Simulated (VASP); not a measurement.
P, a slab with vacuum:

```
P
1.0
     4.62750    0.00000    0.00000
     0.00000    3.29187    0.00000
     0.00000    0.00000   27.81958
P
4
Cartesian
  0.4222 0.0000 10.5418
  1.8915 1.6459 10.5418
  2.7360 1.6459 8.4582
  4.2053 0.0000 8.4582
```

Base run:

| Quantity | Value |
| --- | --- |
| Program | VASP 6.6.1 |
| Functional | HSE06 |
| Potentials or basis | VASP PAW PBE potentials, release 64 (P) |
| Cutoff | 520 eV |
| k mesh | 4 × 6 × 1 |
| Occupations | gaussian, width 0.01 eV |
| Spin | no spin polarisation |

Its results: band gap on the k mesh 1.61 eV; largest force 0.185 eV/Å.

Question: The run is repeated on the same cell with these changes: functional from HSE06 to r2SCAN; k mesh from 4 × 6 × 1 to 6 × 8 × 1. What comes out?

Answer: Band gap on the k mesh 1.12 eV; largest force 0.098 eV/Å.

Several settings changed at once.

Caveats: the PAW data sets were made with another functional, which shifts forces and pressure a little.

A k mesh can miss the band edges.
